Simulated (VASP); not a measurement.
Wanted: the native input for a VASP 6.6.1 run.

* Task: single point
* Functional: PBE
* Potentials or basis: VASP PAW PBE potentials, release 64 (Ta_pv)
* Cutoff: 520 eV
* k mesh: 12 × 12 × 12
* Occupations: fermi-dirac, width 0.15 eV
* Spin: no spin polarisation
* Dipole correction: no
* Further INCAR settings: ALGO = Normal; EDIFF = 1e-06; NBANDS = 12

The structure of Ta lies in POSCAR:

```
Ta
1.0
   -1.6836662614      1.6836662614      1.6836662614
    1.6836662614     -1.6836662614      1.6836662614
    1.6836662614      1.6836662614     -1.6836662614
Ta
1
Direct
    0.0000000000      0.0000000000      0.0000000000
```

These files were run (other wordings do the same):

INCAR

```
SYSTEM = Ta
PREC = Accurate ; ENCUT = 520
EDIFF = 1E-6 ; ISMEAR = -1
SIGMA = 0.15 ; LREAL = .FALSE.
LASPH = .TRUE. ; NELM = 100
ALGO = Normal ; ISIF = 2
LWAVE = .FALSE. ; LCHARG = .TRUE.
GGA = PE ; LELF = .TRUE.
LVHAR = .TRUE. ; NBANDS = 12
```

KPOINTS

```
regular mesh
0
G
  12 12 12
  0 0 0
```

Potentials or basis: VASP PAW PBE potentials, release 64 (Ta_pv).

Run with:

```bash
$ cat potpaw_PBE.64/Ta_pv/POTCAR > POTCAR
$ mpirun -np 1 vasp_std > vasp.out
```

Results of the run:

| Item | Value |
| --- | --- |
| Pressure | -7.2 GPa |

It took 7.3 s on 1 thread of Intel(R) Xeon(R) Platinum 8375C CPU @ 2.90GHz (Ice Lake), with other jobs on the host, peak memory 0.14 GiB.
